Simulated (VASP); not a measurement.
# Rb (Im-3m) in VASP: a series of runs

The runs below take Rb through single point, with PBE.

Everything below comes from runs of VASP 6.6.1. Logs are shortened: lines on timing, memory, paths and dates and some standing lists are left out, and cuts for length are marked.

### Step 1. The cell of the first run

Symmetry: Im-3m, No. 229, cubic system. Conventional cell: a = 5.597 Å, b = 5.597 Å, c = 5.597 Å, α = 90.00°, β = 90.00°, γ = 90.00°.

### Step 2. Single point, PBE (87.69 Å³/atom)

INCAR reads:

```
PREC = Accurate
ENCUT = 520
EDIFF = 1E-6
ISMEAR = 0
SIGMA = 0.05
LREAL = F
LASPH = T
NELM = 100
ALGO = Normal
ISIF = 2
LWAVE = F
LCHARG = F
GGA = PE
NBANDS = 10
```

KPOINTS reads:

```
regular mesh
0
Gamma
  8 8 8
```

POSCAR reads:

```
Rb
1.0
   -2.7987217088      2.7987217088      2.7987217088
    2.7987217088     -2.7987217088      2.7987217088
    2.7987217088      2.7987217088     -2.7987217088
Rb
1
Direct
    0.0000000000      0.0000000000      0.0000000000
```

Potentials or basis: VASP PAW PBE potentials, release 64 (Rb_sv).

Launch:

```
$ cat potpaw_PBE.64/Rb_sv/POTCAR > POTCAR
$ mpirun -np 1 vasp_std > vasp.out
```

OUTCAR:

```text
PREC = Accurate
   ENCUT = 520
   EDIFF = 1E-6
   ISMEAR = 0
   LREAL = F
   LASPH = T
   NELM = 100
   ISIF = 2
   GGA = PE

 ion  position               nearest neighbor table
   1  0.000  0.000  0.000-

  LATTYP: Found a body centered cubic cell.
 ALAT       =     5.5974434176

  Lattice vectors:

 A1 = (  -2.7987217088,   2.7987217088,   2.7987217088)
 A2 = (   2.7987217088,  -2.7987217088,   2.7987217088)
 A3 = (   2.7987217088,   2.7987217088,  -2.7987217088)

Analysis of symmetry for initial positions (statically):
=====================================================================
 Subroutine PRICEL returns:
 Original cell was already a primitive cell.

 Routine SETGRP: Setting up the symmetry group for a
 body centered cubic supercell.

 Subroutine GETGRP returns: Found 48 space group operations
 (whereof 48 operations were pure point group operations)
 out of a pool of 48 trial point group operations.

The static configuration has the point symmetry O_h .

Analysis of symmetry for dynamics (positions and initial velocities):
=====================================================================
 Subroutine PRICEL returns:
 Original cell was already a primitive cell.

 Routine SETGRP: Setting up the symmetry group for a
 body centered cubic supercell.

 Subroutine GETGRP returns: Found 48 space group operations
 (whereof 48 operations were pure point group operations)
 out of a pool of 48 trial point group operations.

The dynamic configuration has the point symmetry O_h .

 Subroutine INISYM returns: Found 48 space group operations
 (whereof 48 operations are pure point group operations),
 and found     1 'primitive' translations

----------------------------------------------------------------------------------------

                                     Primitive cell

  volume of cell :      87.6878

  direct lattice vectors                    reciprocal lattice vectors
    -2.798721709  2.798721709  2.798721709     0.000000000  0.178652989  0.178652989
     2.798721709 -2.798721709  2.798721709     0.178652989  0.000000000  0.178652989
     2.798721709  2.798721709 -2.798721709     0.178652989  0.178652989  0.000000000

  length of vectors
     4.847528196  4.847528196  4.847528196     0.252653481  0.252653481  0.252653481

  position of ions in fractional coordinates (direct lattice)
     0.000000000  0.000000000  0.000000000

  ion indices of the primitive-cell ions
[... 78 lines left out ...]
   IBRION =     -1    ionic relax: 0-MD 1-quasi-New 2-CG
   NFREE  =      0    steps in history (QN), initial steepest desc. (CG)
   ISIF   =      2    stress and relaxation
   ISYM   =      2    0-nonsym 1-usesym 2-fastsym
   POTIM  = 0.5000    time-step for ionic-motion
   TEBEG  =    0.0;   TEEND  =   0.0 temperature during run
   PSTRESS=    0.0 pullay stress
   NELECT =       9.0000    total number of electrons
   NUPDOWN=      -1.0000    fix difference up-down
   EMIN   =  10.00;   EMAX   =-10.00  energy-range for DOS
   EFERMI =   0.00;   METHOD = LEGACY
   ISMEAR =     0;   SIGMA  =   0.05  broadening in eV -4-tet -1-fermi 0-gaus
   EFERMI_NEDOS =   21; number of points for ismear=-14 and -15
   IALGO  =     38    algorithm
   IMIX   =      4    mixing-type and parameters
     AMIX     =   0.40;   BMIX     =  1.00
     AMIX_MAG =   1.60;   BMIX_MAG =  1.00
  volume/ion in A,a.u.               =      87.69       591.75
  Fermi-wavevector in a.u.,A,eV,Ry     =   0.766495  1.448465  7.993620  0.587514
  Thomas-Fermi vector in A             =   1.866846
   LORBIT       =      0    0 simple, 1 ext, 2 COOP (PROOUT), +10 PAW based schemes
   GGA     = PE    functional components
   LHFCALC =     F    Hartree Fock is set to
   AEXX    =    0.0000 exact exchange contribution
   IVDW    =     0    specifies the selected vdW correction
   LEPSILON=     F    determine dielectric tensor
   LRPA    =     F    only Hartree local field effects (RPA)
 non-spin polarized calculation
 Gauss-broadening in eV      SIGMA  =   0.05
  energy-cutoff  :      520.00
  volume of cell :       87.69
 maximum number of plane-waves:      2392
   NGX = 19   NGY = 19   NGZ = 19

 number of electron       9.0000000 magnetization

 Free energy of the ion-electron system (eV)
  ---------------------------------------------------
  ext. energy  EPLUGINS =         0.00000000
  ---------------------------------------------------
  free energy    TOTEN  =        -0.92892567 eV

  energy without entropy =       -0.92686139  energy(sigma->0) =       -0.92789353

 E-fermi :   0.1397     XC(G=0):  -5.5565

 val. band max:        0.0791807214   @ k =   0.2500   0.2500   0.0000
 cond. band min:       0.1752808425   @ k =   0.3750   0.1250   0.0000
 fundamental gap:      0.0961001211
 Fermi energy:         0.1397216829

 k-point     1 :       0.0000    0.0000    0.0000
  band No.  band energies     occupation
      1     -28.7871      2.00000
      2     -12.8255      2.00000
      3     -12.8255      2.00000
      4     -12.8255      2.00000
      5      -1.9252      2.00000
      6       3.8095      0.00000
      7       3.8095      0.00000
      8       3.8095      0.00000
      9       4.7696      0.00000
     10       4.7696      0.00000
[... 287 lines left out ...]
 k-point    24 :      -0.3750    0.3750    0.2500
  band No.  band energies     occupation
      1     -28.7808      2.00000
      2     -12.9065      2.00000
      3     -12.8768      2.00000
      4     -12.8660      2.00000
      5       0.2119      0.04111
      6       1.7854      0.00000
      7       3.0651      0.00000
      8       3.0995      0.00000
      9       4.1760      0.00000
     10       5.3374      0.00000

 [... further k-points ...]

------------------------ aborting loop because EDIFF is reached ----------------------------------------

  FORCE on cell =-STRESS in cart. coord.  units (eV):
  Direction    XX          YY          ZZ          XY          YZ          ZX
  --------------------------------------------------------------------------------------
  -------------------------------------------------------------------------------------
  Total        0.0696785      0.0696785      0.0696785     -0.0000000     -0.0000000      0.0000000
  in kB        1.2731224      1.2731224      1.2731224     -0.0000000     -0.0000000      0.0000000
  external PRESSURE =       1.2731224 kB  Pullay stress =       0.0000000 kB

 VOLUME and BASIS-vectors are now :
 -----------------------------------------------------------------------------
  energy-cutoff  :      520.00
  volume of cell :       87.69
      direct lattice vectors                 reciprocal lattice vectors
    -2.798721709  2.798721709  2.798721709     0.000000000  0.178652989  0.178652989
     2.798721709 -2.798721709  2.798721709     0.178652989  0.000000000  0.178652989
     2.798721709  2.798721709 -2.798721709     0.178652989  0.178652989  0.000000000

 POSITION                                       TOTAL-FORCE (eV/Angst)
 -----------------------------------------------------------------------------------
      0.00000      0.00000      0.00000         0.000000     -0.000000      0.000000
 -----------------------------------------------------------------------------------
    total drift:                               -0.000000      0.000000      0.000000

  FREE ENERGIE OF THE ION-ELECTRON SYSTEM (eV)
  ---------------------------------------------------
  free  energy   TOTEN  =        -0.9289256667 eV

  energy  without entropy=       -0.9268613890  energy(sigma->0) =       -0.92789353
```

OSZICAR:

```text
N       E                     dE             d eps       ncg     rms          rms(c)
DAV:   1     0.467267272161E+02    0.46727E+02   -0.32821E+03   580   0.659E+02
DAV:   2     0.188265112048E+01   -0.44844E+02   -0.42535E+02   652   0.124E+02
DAV:   3    -0.825725399766E+00   -0.27084E+01   -0.26938E+01   758   0.332E+01
DAV:   4    -0.926311206614E+00   -0.10059E+00   -0.10046E+00   828   0.551E+00
DAV:   5    -0.927583134447E+00   -0.12719E-02   -0.12719E-02   764   0.599E-01    0.130E+00
DAV:   6    -0.927968819118E+00   -0.38568E-03   -0.19642E-03   848   0.249E-01    0.788E-01
DAV:   7    -0.928804976906E+00   -0.83616E-03   -0.32315E-03   668   0.325E-01    0.488E-02
DAV:   8    -0.928913505311E+00   -0.10853E-03   -0.11164E-04   680   0.822E-02    0.211E-02
DAV:   9    -0.928925977713E+00   -0.12472E-04   -0.13580E-05   750   0.280E-02    0.492E-03
DAV:  10    -0.928925666729E+00    0.31098E-06   -0.41025E-06   732   0.114E-02
   1 F= -.92892567E+00 E0= -.92789353E+00  d E =-.206428E-02
```

Wall time 26 s (1 thread of Intel Xeon Platinum 8259CL at 2.50GHz (Skylake/Cascade Lake), shared host); peak memory 0.2 GiB.

Results:

| Quantity | Value |
| --- | --- |
| Free energy | -0.9289 eV |
| Pressure | 0.1 GPa |
| Band gap on the k mesh | zero (an odd number of electrons rules out a gap without spin polarisation) |

Levels at points of the mesh, in eV from the Fermi level:
| k point | band 1 | band 2 | band 3 | band 4 | band 5 | band 6 | band 7 | band 8 | band 9 |
| --- | --- | --- | --- | --- | --- | --- | --- | --- | --- |
| (0.00, 0.00, 0.00) | -28.93 | -12.97 | -12.97 | -12.97 | -2.06 | 3.67 | 3.67 | 3.67 | 4.63 |
| (0.50, 0.00, 0.00) | -28.92 | -13.07 | -13.00 | -12.97 | 0.19 | 0.76 | 2.55 | 4.29 | 5.22 |
| (0.50, 0.50, 0.50) | -28.92 | -13.04 | -13.04 | -13.04 | 1.19 | 1.19 | 3.30 | 3.30 | 3.30 |

### Step 3. Single point, PBE (91.53 Å³/atom)

This run uses another cell than the first one, of 91.53 Å³/atom.

INCAR reads:

```
SYSTEM = Rb
PREC = Accurate
ENCUT = 520
EDIFF = 1E-7
ISMEAR = 0
SIGMA = 0.05
LREAL = .False.
LASPH = .True.
NELM = 60
ALGO = Normal
ISIF = 2
LWAVE = .False.
LCHARG = .False.
GGA = PE
NBANDS = 10
```

KPOINTS reads:

```
regular mesh
0
Gamma
  8 8 8
  0 0 0
```

POSCAR reads:

```
Rb
1.0
   -2.8390105192      2.8390105192      2.8390105192
    2.8390105192     -2.8390105192      2.8390105192
    2.8390105192      2.8390105192     -2.8390105192
Rb
1
Direct
    0.0000000000      0.0000000000      0.0000000000
```

Potentials or basis: VASP PAW PBE potentials, release 64 (Rb_sv).

Launch:

```
$ cat potpaw_PBE.64/Rb_sv/POTCAR > POTCAR
$ mpirun -np 1 vasp_std > vasp.out
```

Wall time 28 s (1 thread of Intel Xeon Platinum 8259CL at 2.50GHz (Skylake/Cascade Lake), shared host); peak memory 0.23 GiB.

It converged, with:

```yaml
Free_energy: -0.9304 eV
Pressure: 0.0 GPa
Band_gap_on_the_k_mesh: zero (an odd number of electrons rules out a gap without spin polarisation)
```

Levels at points of the mesh, in eV from the Fermi level:
```
           k point  band 1  band 2  band 3  band 4  band 5  band 6  band 7  band 8  band 9
(0.00, 0.00, 0.00)  -28.95  -12.99  -12.99  -12.99   -2.01    3.63    3.63    3.63    4.56
(0.50, 0.00, 0.00)  -28.94  -13.08  -13.02  -12.99    0.20    0.73    2.54    4.20    5.10
(0.50, 0.50, 0.50)  -28.94  -13.06  -13.06  -13.06    1.22    1.22    3.19    3.19    3.19
```
